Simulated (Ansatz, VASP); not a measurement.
## One calculation of Ge, two programs

```
Ge
1.0
    -0.10207    2.84771    2.84771
     2.84771   -0.10207    2.84771
     2.84771    2.84771   -0.10207
Ge
2
Direct
  0.99768 0.99768 0.99768
  0.25232 0.25232 0.25232
```

Change from the starting cell: epitaxial_111 strain +4.0%.

Alike in both runs: task single point; functional PBE; k mesh 8 × 8 × 8; occupations fermi-dirac, width 0.02 eV; no spin polarisation.

|  | VASP | Ansatz |
| --- | --- | --- |
| version | VASP 6.6.1 | Ansatz 0.2.0 |
| potentials or method | VASP PAW PBE potentials, release 64 (Ge_d) | plane waves, PAW |
| plane-wave cutoff (eV) | 520 | 420 |
| valence electrons in the cell | 28 | 28 |

```tsv
	VASP	Ansatz	Ansatz less VASP
pressure (GPa)	-0.9	-0.9	+0.01
traceless stress, the component that is largest in VASP (GPa)	1.73	1.73	+0.002
rms of the force components (eV/Å)	0.034	0.035	+0.0012
```

Atom by atom the forces differ by 0.001 eV/Å (rms over components). With one functional, cell and mesh, what is left measures potentials, basis and numerics.
